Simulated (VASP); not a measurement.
Here is a VASP 6.6.1 calculation.

Contents of INCAR:

```
  PREC = Accurate
  ENCUT = 600
  EDIFF = 1E-6
  ISMEAR = 0
  SIGMA = 0.2
  LREAL = F
  LASPH = T
  NELM = 60
  ALGO = Normal
  ISIF = 3
  LWAVE = F
  LCHARG = F
  GGA = PE
  IBRION = 2
  NSW = 36
  EDIFFG = -0.08
```

KPOINTS

```
Automatic mesh
0
Gamma
  5 5 3
```

The input POSCAR:

```
Li3H2
1.0
    3.1107510700      0.0000000000      0.0000000000
    0.0000000000      3.1557965800      0.0000000000
    0.0000000000      0.0000000000      5.4404504200
Li H
3 2
Direct
    0.5000000000      0.0000000000      0.8141968300
    0.5000000000      0.0000000000      0.1564339700
    0.0000000000      0.0000000000      0.3588921400
    0.0000000000      0.5000000000      0.0034513000
    0.5000000000      0.5000000000      0.4950257500
```

Potentials or basis: VASP PAW PBE potentials, release 64 (Li_sv, H).

Command:

```bash
$ cat potpaw_PBE.64/Li_sv/POTCAR potpaw_PBE.64/H/POTCAR > POTCAR
$ mpirun -np 1 vasp_std > vasp.out
```

**Question.** Estimate the space group after relaxing (to 0.05 Å).

**Answer.** Pmm2 (No. 25).

**Question.** Estimate the relaxed cell.

**Answer.** a = 2.773 Å, b = 2.510 Å, c = 7.128 Å, α = 90.00°, β = 90.00°, γ = 90.00°.

**Question.** Predict the relaxed volume.

**Answer.** 9.92 Å³/atom.

Forces in eV/Å, atoms in the order of the input:
```
Li   0.000  0.000 -0.046
Li   0.000  0.000  0.015
Li   0.000  0.000  0.064
H    0.000  0.000 -0.030
H    0.000  0.000 -0.002
```

Caveat: the k points lie up to 0.50 Å⁻¹ apart in the final cell; the cutoff is under 1.25 times the usual one of these potentials, so pressure, stress and relaxed cells hold a basis-set (Pulay) error; the relaxation stopped at a loose force limit of 0.08 eV/Å, so its end isn't a converged minimum.
